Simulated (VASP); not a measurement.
Set up this calculation in VASP 6.6.1, as the native input.

```yaml
Task: band structure
Functional: TB-mBJ
Potentials_or_basis: VASP PAW PBE potentials, release 64 (Ge_d, S)
Cutoff: 360 eV
k_mesh: 2 × 5 × 4
Occupations: gaussian, width 0.03 eV
Spin: no spin polarisation
Tolerance_level: standard
Purpose: bands
Route: KPOINTS_OPT
Further_INCAR_settings: ALGO = Normal; EDIFF = 1e-06; NBANDS = 58
```

The system is GeS.

```
Ge S
1.0
    10.48100    0.00000    0.00000
     0.00000    3.64600    0.00000
     0.00000    0.00000    4.29900
Ge S
4 4
Direct
  0.87790 0.75000 0.87230
  0.62210 0.25000 0.37230
  0.37790 0.75000 0.62770
  0.12210 0.25000 0.12770
  0.15050 0.75000 0.49770
  0.34950 0.25000 0.99770
  0.65050 0.75000 0.00230
  0.84950 0.25000 0.50230
```

These files were run (other wordings do the same):

POSCAR

```
GeS
1.0
   10.4810000000      0.0000000000      0.0000000000
    0.0000000000      3.6460000000      0.0000000000
    0.0000000000      0.0000000000      4.2990000000
Ge S
4 4
Direct
    0.8779000000      0.7500000000      0.8723000000
    0.6221000000      0.2500000000      0.3723000000
    0.3779000000      0.7500000000      0.6277000000
    0.1221000000      0.2500000000      0.1277000000
    0.1505000000      0.7500000000      0.4977000000
    0.3495000000      0.2500000000      0.9977000000
    0.6505000000      0.7500000000      0.0023000000
    0.8495000000      0.2500000000      0.5023000000
```

INCAR.step1

```
SYSTEM = GeS
ISMEAR   = 0              ! smearing method
SIGMA    = 0.03           ! smearing width, eV
LWAVE    = .TRUE.         ! write WAVECAR
LCHARG   = .FALSE.        ! write CHGCAR
NBANDS   = 58             ! bands
PREC     = Accurate       ! precision mode
LASPH    = .TRUE.         ! aspherical terms in the spheres
LREAL    = .FALSE.        ! projectors in reciprocal space
ALGO     = Normal         ! electronic algorithm
EDIFF    = 1E-6           ! SCF threshold, eV
NELM     = 120            ! most SCF steps
GGA_COMPAT= .FALSE.      
ENCUT    = 360            ! plane-wave cutoff, eV
EFERMI   = MIDGAP       
GGA      = PE             ! functional
KPAR     = 4
```

INCAR.step2

```
SYSTEM = GeS
METAGGA  = MBJ            ! meta-GGA
ISMEAR   = 0              ! smearing method
SIGMA    = 0.03           ! smearing width, eV
LWAVE    = .FALSE.        ! write WAVECAR
LCHARG   = .FALSE.        ! write CHGCAR
NBANDS   = 58             ! bands
PREC     = Accurate       ! precision mode
LASPH    = .TRUE.         ! aspherical terms in the spheres
LREAL    = .FALSE.        ! projectors in reciprocal space
ALGO     = Normal         ! electronic algorithm
EDIFF    = 1E-6           ! SCF threshold, eV
NELM     = 120            ! most SCF steps
GGA_COMPAT= .FALSE.      
ENCUT    = 360            ! plane-wave cutoff, eV
EFERMI   = MIDGAP       
LMIXTAU  = .TRUE.       
ISTART   = 1            
KPAR     = 4
```

KPOINTS

```
Automatic mesh
0
Gamma
  2 5 4
  0 0 0
```

KPOINTS_OPT

```
path GXSYGZURTZ,YT,UX,SR
12
line-mode
reciprocal
 0.0000000000  0.0000000000  0.0000000000  G
 0.0000000000  0.5000000000  0.0000000000  X

 0.0000000000  0.5000000000  0.0000000000  X
 0.0000000000  0.5000000000  0.5000000000  S

 0.0000000000  0.5000000000  0.5000000000  S
 0.0000000000  0.0000000000  0.5000000000  Y

 0.0000000000  0.0000000000  0.5000000000  Y
 0.0000000000  0.0000000000  0.0000000000  G

 0.0000000000  0.0000000000  0.0000000000  G
 0.5000000000  0.0000000000  0.0000000000  Z

 0.5000000000  0.0000000000  0.0000000000  Z
 0.5000000000  0.5000000000  0.0000000000  U

 0.5000000000  0.5000000000  0.0000000000  U
 0.5000000000  0.5000000000  0.5000000000  R

 0.5000000000  0.5000000000  0.5000000000  R
 0.5000000000  0.0000000000  0.5000000000  T

 0.5000000000  0.0000000000  0.5000000000  T
 0.5000000000  0.0000000000  0.0000000000  Z

 0.0000000000  0.0000000000  0.5000000000  Y
 0.5000000000  0.0000000000  0.5000000000  T

 0.5000000000  0.5000000000  0.0000000000  U
 0.0000000000  0.5000000000  0.0000000000  X

 0.0000000000  0.5000000000  0.5000000000  S
 0.5000000000  0.5000000000  0.5000000000  R
```

Potentials or basis: VASP PAW PBE potentials, release 64 (Ge_d, S).

Launch:

```bash
$ cat potpaw_PBE.64/Ge_d/POTCAR potpaw_PBE.64/S/POTCAR > POTCAR
$ cp INCAR.step1 INCAR
$ mpirun -np 4 vasp_std > vasp.out
$ cp INCAR.step2 INCAR
$ mpirun -np 4 vasp_std > vasp.out
```

It gave:

The band gap on the k mesh is 1.60 eV and the band gap along the path is 1.56 eV (least direct gap 1.60 eV).

Wall time 2.1 min on 4 MPI ranks on Intel(R) Xeon(R) 6975P-C (Granite Rapids), with other jobs on the host, peak memory 0.31 GiB a rank.
